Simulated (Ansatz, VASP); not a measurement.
Two plane-wave programs on Ta4O

```xyz
5
Lattice="3.3035 0.0000 0.0000 0.0000 3.3035 0.0000 0.0000 0.0000 7.1735" Properties=species:S:1:pos:R:3 pbc="T T T"
Ta    0.0000    0.0000    3.5868
Ta    1.6518    1.6518    5.6162
Ta    1.6518    1.6518    1.5573
Ta    0.0000    0.0000    0.0000
O     1.6518    1.6518    3.5868
```

Change from the starting cell: strain +0.015 along x and y, -0.030 along z, atoms carried along.

Alike in both runs: task single point; functional PBE; k mesh 14 × 14 × 8; occupations gaussian, width 0.15 eV; no spin polarisation.

|  | VASP | Ansatz |
| --- | --- | --- |
| version | VASP 6.6.1 | Ansatz 0.2.0 |
| potentials or method | VASP PAW PBE potentials, release 64 (Ta_pv, O), cutoff 520 eV | scalar-relativistic, plane waves, PAW |
| valence electrons in the cell | 50 | 58 |

```tsv
	VASP	Ansatz	Ansatz less VASP
gap on the k mesh at the Fermi level (eV)	none	none	-
pressure (GPa)	2.5	2.2	-0.27
traceless stress, the component that is largest in VASP (GPa)	7.55	7.36	-0.187
rms of the force components (eV/Å)	0.216	0.198	-0.0174
```

Atom by atom the forces differ by 0.017 eV/Å (rms over components). A gap of «none» marks a metal or a gap that the smearing closes. The functional is the same, so the differences come from potentials, cutoffs and numerics. VASP's potentials hold 50 valence electrons a cell and Ansatz's 58, so a difference there can come from the potentials and not from the codes.

Neither program's run includes spin-orbit coupling.
